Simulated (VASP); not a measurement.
# Ta (C2/c) in VASP: a series of runs

The runs below take Ta through single point, with BLYP.

All numbers are computed with VASP 6.6.1; they aren't measurements. Logs are shortened: lines on timing, memory, paths and dates and some standing lists are left out, and cuts for length are marked.

## 1. The cell of the first run

The typed cell holds 2 atoms: a = 5.105 Å, b = 5.105 Å, c = 2.914 Å, α = 97.80°, β = 97.80°, γ = 147.66°.

## 2. Single point, BLYP (17.73 Å³/atom)

INCAR

```
SYSTEM = Ta
PREC     = Accurate       ! precision mode
ENCUT    = 520            ! plane-wave cutoff, eV
EDIFF    = 1E-6           ! SCF threshold, eV
ISMEAR   = -1             ! smearing method
SIGMA    = 0.1            ! smearing width, eV
LREAL    = .FALSE.        ! projectors in reciprocal space
LASPH    = .TRUE.         ! aspherical terms in the spheres
NELM     = 100            ! most SCF steps
ALGO     = Normal         ! electronic algorithm
ISIF     = 2              ! what is computed and relaxed
LWAVE    = .FALSE.        ! write WAVECAR
LCHARG   = .TRUE.         ! write CHGCAR
GGA      = B5             ! functional
ALDAX    = 1.0          
AGGAX    = 1.0          
AGGAC    = 1.0          
ALDAC    = 0.0          
LELF     = .TRUE.         ! ELF
LVHAR    = .TRUE.       
NBANDS   = 18             ! bands
```

KPOINTS

```
regular mesh
0
G
  14 14 13
  0 0 0
```

POSCAR

```
Ta
1.0
   -3.4663230227      3.4669451334      1.4215693933
    3.4669451334     -3.4663230227      1.4215693933
    1.7989933317      1.7989933317     -1.4204299965
Ta
2
Direct
    0.9999515128      0.0000484872      1.0000000000
    0.7500484872      0.2499515128      0.5000000000
```

Potentials or basis: VASP PAW PBE potentials, release 64 (Ta_pv).

Run with:

```sh
$ cat potpaw_PBE.64/Ta_pv/POTCAR > POTCAR
$ mpirun -np 1 vasp_std > vasp.out
```

OUTCAR:

```text
SYSTEM = Ta
   PREC = Accurate
   ENCUT = 520
   EDIFF = 1E-6
   ISMEAR = -1
   LREAL = .FALSE.
   LASPH = .TRUE.
   NELM = 100
   ISIF = 2
   GGA = B5

 ion  position               nearest neighbor table
   1  1.000  0.000  0.000-   2 2.85   2 2.85   2 2.85   2 2.85   2 3.49   2 3.49   2 3.49   2 3.49

   2  0.750  0.250  0.500-   1 2.85   1 2.85   1 2.85   1 2.85   1 3.49   1 3.49   1 3.49   1 3.49

  LATTYP: Found a base centered monoclinic cell.
 ALAT       =     2.8431389227
 B/A-ratio  =     3.4486960097
 C/A-ratio  =     1.0248619403
 COS(beta)  =    -0.4872093247

  Lattice vectors:

 A1 = (  -3.4663230227,   3.4669451334,   1.4215693933)
 A2 = (   3.4669451334,  -3.4663230227,   1.4215693933)
 A3 = (   1.7989933317,   1.7989933317,  -1.4204299965)

Analysis of symmetry for initial positions (statically):
=====================================================================
 Subroutine PRICEL returns:
 Original cell was already a primitive cell.

 Routine SETGRP: Setting up the symmetry group for a
 base centered monoclinic supercell.

 Subroutine GETGRP returns: Found  4 space group operations
 (whereof  2 operations were pure point group operations)
 out of a pool of  4 trial point group operations.

The static configuration has the point symmetry C_2 .
 The point group associated with its full space group is C_2h.

Analysis of symmetry for dynamics (positions and initial velocities):
=====================================================================
 Subroutine PRICEL returns:
 Original cell was already a primitive cell.

 Routine SETGRP: Setting up the symmetry group for a
 base centered monoclinic supercell.

 Subroutine GETGRP returns: Found  4 space group operations
 (whereof  2 operations were pure point group operations)
 out of a pool of  4 trial point group operations.

The dynamic configuration has the point symmetry C_2 .
 The point group associated with its full space group is C_2h.

 Subroutine INISYM returns: Found  4 space group operations
 (whereof  2 operations are pure point group operations),
 and found     1 'primitive' translations

----------------------------------------------------------------------------------------

                                     Primitive cell

  volume of cell :      35.4683

  direct lattice vectors                    reciprocal lattice vectors
    -3.466323023  3.466945133  1.421569393     0.066715177  0.210947302  0.351663193
     3.466945133 -3.466323023  1.421569393     0.210947302  0.066715177  0.351663193
     1.798993332  1.798993332 -1.420429997     0.277885205  0.277885205 -0.000121609

  length of vectors
     5.104504226  5.104504226  2.913824873     0.415471636  0.415471636  0.392989045

  position of ions in fractional coordinates (direct lattice)
     0.999951513  0.000048487  1.000000000
     0.750048487  0.249951513  0.500000000

  ion indices of the primitive-cell ions
   primitive index   ion index
                 1           1
                 2           2

----------------------------------------------------------------------------------------

 KPOINTS: regular mesh

Automatic generation of k-mesh.
 Grid dimensions read from file:
 generate k-points for:   14   14   13

 Generating k-lattice:

  Cartesian coordinates                     Fractional coordinates (reciprocal lattice)
     0.004765370  0.015067664  0.025118799     0.071428571 -0.000000000  0.000000000
     0.015067664  0.004765370  0.025118799    -0.000000000  0.071428571  0.000000000
     0.021375785  0.021375785 -0.000009355     0.000000000  0.000000000  0.076923077

  Length of vectors
     0.029676545  0.029676545  0.030229927

  Shift w.r.t. Gamma in fractional coordinates (k-lattice)
     0.000000000  0.000000000  0.000000000

 Subroutine IBZKPT returns following result:
 ===========================================

 Found    687 irreducible k-points:

 Following reciprocal coordinates:
            Coordinates               Weight
  0.000000  0.000000  0.000000      1.000000
  0.071429 -0.000000 -0.000000      4.000000
  0.142857  0.000000 -0.000000      4.000000
  0.214286 -0.000000  0.000000      4.000000
  0.285714 -0.000000 -0.000000      4.000000
  0.357143  0.000000 -0.000000      4.000000
[... 16 lines left out ...]
  0.214286  0.142857  0.000000      4.000000
  0.285714  0.142857 -0.000000      4.000000
 [... further k-points ...]
   k-points           NKPTS =    687   k-points in BZ     NKDIM =    687   number of bands    NBANDS=     18
   number of dos      NEDOS =    301   number of ions     NIONS =      2
   total plane-waves  NPLWV =  38400
   dimension x,y,z NGX =    40 NGY =   40 NGZ =   24
   dimension x,y,z NGXF=    80 NGYF=   80 NGZF=   48
   ions per type =               2
   NGX,Y,Z   is equivalent  to a cutoff of  13.03, 13.03, 13.69 a.u.
   NGXF,Y,Z  is equivalent  to a cutoff of  26.05, 26.05, 27.39 a.u.
 SYSTEM =  Ta
   PREC   = accura    normal or accurate (medium, high low for compatibility)
   ISTART =      0    job   : 0-new  1-cont  2-samecut
   ICHARG =      2    charge: 1-file 2-atom 10-const
   ISPIN  =      1    spin polarized calculation?
   LNONCOLLINEAR =      F non collinear calculations
   LSORBIT =      F    spin-orbit coupling
   LASPH  =      T    aspherical Exc in radial PAW
   ENCUT  =  520.0 eV  38.22 Ry    6.18 a.u.   9.49  9.49  5.42*2*pi/ulx,y,z
   NELM   =    100;   NELMIN=  2; NELMDL= -5     # of ELM steps
   EDIFF  = 0.1E-05   stopping-criterion for ELM
   LREAL  =      F    real-space projection
   EDIFFG = 0.1E-04   stopping-criterion for IOM
   NSW    =      0    number of steps for IOM
   IBRION =     -1    ionic relax: 0-MD 1-quasi-New 2-CG
   NFREE  =      0    steps in history (QN), initial steepest desc. (CG)
   ISIF   =      2    stress and relaxation
   ISYM   =      2    0-nonsym 1-usesym 2-fastsym
   POTIM  = 0.5000    time-step for ionic-motion
   TEBEG  =    0.0;   TEEND  =   0.0 temperature during run
   PSTRESS=    0.0 pullay stress
   NELECT =      22.0000    total number of electrons
   NUPDOWN=      -1.0000    fix difference up-down
   EMIN   =  10.00;   EMAX   =-10.00  energy-range for DOS
   EFERMI =   0.00;   METHOD = LEGACY
   ISMEAR =    -1;   SIGMA  =   0.10  broadening in eV -4-tet -1-fermi 0-gaus
   EFERMI_NEDOS =   21; number of points for ismear=-14 and -15
   IALGO  =     38    algorithm
   IMIX   =      4    mixing-type and parameters
     AMIX     =   0.40;   BMIX     =  1.00
     AMIX_MAG =   1.60;   BMIX_MAG =  1.00
  volume/ion in A,a.u.               =      17.73       119.68
  Fermi-wavevector in a.u.,A,eV,Ry     =   1.396161  2.638362 26.521369  1.949266
  Thomas-Fermi vector in A             =   2.519542
   LORBIT       =      0    0 simple, 1 ext, 2 COOP (PROOUT), +10 PAW based schemes
   GGA     = B5    functional components
   LHFCALC =     F    Hartree Fock is set to
   AEXX    =    0.0000 exact exchange contribution
   IVDW    =     0    specifies the selected vdW correction
   LEPSILON=     F    determine dielectric tensor
   LRPA    =     F    only Hartree local field effects (RPA)
 non-spin polarized calculation
  energy-cutoff  :      520.00
  volume of cell :       35.47
 maximum number of plane-waves:       976
 NGX is ok and might be reduce to    40
   NGX = 19   NGY = 19   NGZ = 11

 number of electron      22.0000004 magnetization

 Free energy of the ion-electron system (eV)
  ---------------------------------------------------
  ext. energy  EPLUGINS =         0.00000000
  ---------------------------------------------------
  free energy    TOTEN  =       -20.24308708 eV

  energy without entropy =      -20.17457330  energy(sigma->0) =      -20.20883019

 E-fermi :   6.4455     XC(G=0): -12.0592

 val. band max:        6.4418514942   @ k =   0.5000   0.0714   0.0769
 cond. band min:       6.4474944066   @ k =  -0.3571  -0.4286   0.2308
 fundamental gap:      0.0056429124
 Fermi energy:         6.4454506009

 k-point     1 :       0.0000    0.0000    0.0000
  band No.  band energies     occupation
      1     -28.0008      2.00000
      2     -26.8566      2.00000
      3     -26.7200      2.00000
      4     -26.7028      2.00000
      5     -26.6963      2.00000
      6     -26.6523      2.00000
[... 10 lines left out ...]
     17      10.5552      0.00000
     18      12.5454      0.00000

 k-point     2 :       0.0714   -0.0000   -0.0000
  band No.  band energies     occupation
      1     -27.9800      2.00000
      2     -26.8842      2.00000
      3     -26.7580      2.00000
      4     -26.7524      2.00000
      5     -26.7152      2.00000
      6     -26.6692      2.00000
[... 10 lines left out ...]
     17      11.0460      0.00000
     18      12.5856      0.00000

 k-point     3 :       0.1429    0.0000   -0.0000
  band No.  band energies     occupation
      1     -27.9215      2.00000
      2     -26.9935      2.00000
      3     -26.9192      2.00000
      4     -26.8491      2.00000
      5     -26.7312      2.00000
      6     -26.7030      2.00000
[... 10 lines left out ...]
     17      11.6499      0.00000
     18      12.9257      0.00000

 k-point     4 :       0.2143   -0.0000    0.0000
  band No.  band energies     occupation
      1     -27.8376      2.00000
      2     -27.2141      2.00000
      3     -27.1316      2.00000
      4     -26.9274      2.00000
      5     -26.7803      2.00000
      6     -26.7297      2.00000
[... 375 lines left out ...]
      4     -27.0003      2.00000
      5     -26.8175      2.00000
      6     -26.7348      2.00000
[... 10 lines left out ...]
     17      11.5982      0.00000
     18      14.8601      0.00000

 k-point    23 :       0.2143    0.1429    0.0000
  band No.  band energies     occupation
      1     -27.7989      2.00000
      2     -27.6106      2.00000
      3     -27.5229      2.00000
      4     -27.0589      2.00000
      5     -26.8695      2.00000
      6     -26.7646      2.00000
[... 10 lines left out ...]
     17      11.9420      0.00000
     18      15.1887      0.00000

 k-point    24 :       0.2857    0.1429   -0.0000
  band No.  band energies     occupation
      1     -27.8995      2.00000
      2     -27.7504      2.00000
      3     -27.4808      2.00000
      4     -27.0966      2.00000
      5     -26.9116      2.00000
      6     -26.8044      2.00000
[... 10 lines left out ...]
     17      12.9345      0.00000
     18      15.0103      0.00000

 [... further k-points ...]

------------------------ aborting loop because EDIFF is reached ----------------------------------------

  FORCE on cell =-STRESS in cart. coord.  units (eV):
  Direction    XX          YY          ZZ          XY          YZ          ZX
  --------------------------------------------------------------------------------------
  -------------------------------------------------------------------------------------
  Total        4.1709815      4.1709815      3.7641715      0.1442642     -0.0145346     -0.0145346
  in kB      188.4118471    188.4118471    170.0354001      6.5167104     -0.6565576     -0.6565587
  external PRESSURE =     182.2863648 kB  Pullay stress =       0.0000000 kB

 VOLUME and BASIS-vectors are now :
 -----------------------------------------------------------------------------
  energy-cutoff  :      520.00
  volume of cell :       35.47
      direct lattice vectors                 reciprocal lattice vectors
    -3.466323023  3.466945133  1.421569393     0.066715177  0.210947302  0.351663193
     3.466945133 -3.466323023  1.421569393     0.210947302  0.066715177  0.351663193
     1.798993332  1.798993332 -1.420429997     0.277885205  0.277885205 -0.000121609

 POSITION                                       TOTAL-FORCE (eV/Angst)
 -----------------------------------------------------------------------------------
     -3.46599      3.46661      1.42157        -0.006467      0.006467     -0.000000
     -0.83385      2.63346      0.71135         0.006467     -0.006467      0.000000
 -----------------------------------------------------------------------------------
    total drift:                                0.000000      0.000000     -0.000000

  FREE ENERGIE OF THE ION-ELECTRON SYSTEM (eV)
  ---------------------------------------------------
  free  energy   TOTEN  =       -20.2430870819 eV

  energy  without entropy=      -20.1745733013  energy(sigma->0) =      -20.20883019
```

Run time: 2.7 min. Hardware: 1 thread of Intel Xeon 6975P-C (Granite Rapids), shared host; peak memory 0.47 GiB.

What came out:

```yaml
Free_energy: -20.2431 eV
Pressure: 18.2 GPa
Largest_force: 0.009 eV/Å
Band_gap_on_the_k_mesh: zero (bands 11 and 12 overlap by 2.76 eV)
```

Forces on the atoms (eV/Å):
```
Ta  -0.006  0.006  0.000
Ta   0.006 -0.006  0.000
```

Caveat: the cell stands under pressure; the PAW data sets were made with another functional, which shifts forces and pressure a little; spin-orbit coupling is left out, which moves the levels of the heavy elements.

## 3. Single point, BLYP (20.05 Å³/atom)

This run uses another cell than the first one, of 20.05 Å³/atom.

INCAR

```
PREC = Accurate
ENCUT = 520
EDIFF = 1E-7
ISMEAR = -1
SIGMA = 0.1
LREAL = False
LASPH = True
NELM = 60
ALGO = Normal
ISIF = 2
LWAVE = False
LCHARG = True
GGA = B5
ALDAX = 1.0
AGGAX = 1.0
AGGAC = 1.0
ALDAC = 0.0
LELF = True
LVHAR = True
NBANDS = 18
```

KPOINTS

```
Automatic mesh
0
Gamma
  14 14 13
```

POSCAR

```
Ta
1.0
   -3.6109172473      3.6115653087      1.4808687496
    3.6115653087     -3.6109172473      1.4808687496
    1.8740365531      1.8740365531     -1.4796818240
Ta
2
Direct
    0.9999515128      0.0000484872      1.0000000000
    0.7500484872      0.2499515128      0.5000000000
```

Potentials or basis: VASP PAW PBE potentials, release 64 (Ta_pv).

Run with:

```sh
$ cat potpaw_PBE.64/Ta_pv/POTCAR > POTCAR
$ mpirun -np 1 vasp_std > vasp.out
```

Wall time 3.5 min (1 thread of Intel Xeon 6975P-C (Granite Rapids), shared host); peak memory 0.51 GiB.

The run converged. Its results:

```yaml
Free_energy: -20.3920 eV
Pressure: -5.6 GPa
Largest_force: 0.005 eV/Å
Band_gap_on_the_k_mesh: zero (bands 11 and 12 overlap by 2.26 eV)
```

Forces on the atoms (eV/Å):
```
Ta  -0.003  0.003  0.000
Ta   0.003 -0.003  0.000
```

Stress tensor (GPa, compression positive):
```
-5.66 -0.27 -0.04
-0.27 -5.66 -0.04
-0.04 -0.04 -5.60
```

Levels at points of the mesh, in eV from the Fermi level:
```csv
k point,band 7,band 8,band 9,band 10,band 11,band 12,band 13,band 14,band 15,band 16
"(0.00, 0.00, 0.00)",-7.54,-4.24,-0.43,0.23,0.60,1.24,1.25,1.40,1.86,3.59
"(0.50, 0.00, 0.00)",-3.79,-3.32,-2.69,-0.82,0.35,1.00,2.40,3.84,5.40,5.55
"(0.50, 0.50, 0.00)",-5.70,-5.69,-0.92,-0.92,0.53,0.54,1.73,1.74,2.33,2.33
```

Caveat: the cell stands under tension; the PAW data sets were made with another functional, which shifts forces and pressure a little; spin-orbit coupling is left out, which moves the levels of the heavy elements.
